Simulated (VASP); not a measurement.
Input of a VASP 6.6.1 run:

INCAR

```
  ALGO = Normal
  EDIFF = 1E-7
  ENCUT = 520
  GGA = PE
  ISIF = 2
  ISMEAR = 0
  LASPH = True
  LCHARG = True
  LELF = True
  LREAL = False
  LVHAR = True
  LWAVE = False
  NBANDS = 17
  NELM = 100
  PREC = Accurate
  SIGMA = 0.1
```

Contents of KPOINTS:

```
k-points
0
Gamma
  8 8 8
```

File POSCAR:

```
Al5H
1.0
    0.0000000000      3.8861208720      3.8861208720
    3.8861208720      0.0000000000      3.8861208720
    3.8861208720      3.8861208720      0.0000000000
Al H
5 1
Direct
    0.1195205042      0.6414384874      0.1195205042
    0.1195205042      0.1195205042      0.1195205042
    0.6414384874      0.1195205042      0.1195205042
    0.1195205042      0.1195205042      0.6414384874
    0.5000000000      0.5000000000      0.5000000000
    0.2500000000      0.2500000000      0.2500000000
```

Potentials or basis: VASP PAW PBE potentials, release 64 (Al, H).

Command:

```console
$ cat potpaw_PBE.64/Al/POTCAR potpaw_PBE.64/H/POTCAR > POTCAR
$ mpirun -np 1 vasp_std > vasp.out
```

Task: Estimate the band gap on the k mesh.

Result: Zero (bands 8 and 9 overlap by 3.23 eV).

Task: Predict the pressure.

Result: 0.0 GPa.

Forces on the atoms (eV/Å):
```
Al   0.001 -0.001  0.001
Al  -0.001 -0.001 -0.001
Al  -0.001  0.001  0.001
Al   0.001  0.001 -0.001
Al   0.000  0.000  0.000
H    0.000  0.000  0.000
```
